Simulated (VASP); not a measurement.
A run of VASP 6.6.1 is set up as follows.

File INCAR:

```
ALGO = Normal
EDIFF = 1E-6
ENCUT = 750
GGA = PE
GGA_COMPAT = False
ISIF = 2
ISMEAR = -1
LASPH = True
LCHARG = False
LREAL = False
LWAVE = False
NBANDS = 8
NELM = 120
PREC = Accurate
SIGMA = 0.1
```

Contents of KPOINTS:

```
k-points
0
Gamma
  17 17 17
```

The input POSCAR:

```
Li
1.0
   -1.4869958447      1.4869958447      1.4869958447
    1.4869958447     -1.4869958447      1.4869958447
    1.4869958447      1.4869958447     -1.4869958447
Li
1
Direct
    0.0000000000      0.0000000000      0.0000000000
```

Potentials or basis: VASP PAW PBE potentials, release 64 (Li_sv).

Run with:

```bash
$ cat potpaw_PBE.64/Li_sv/POTCAR > POTCAR
$ mpirun -np 1 vasp_std > vasp.out
```

What does it give for the pressure?

12.1 GPa.

Predict the band gap on the k mesh.

zero (an odd number of electrons rules out a gap without spin polarisation).

Caveat: the cell stands under pressure.
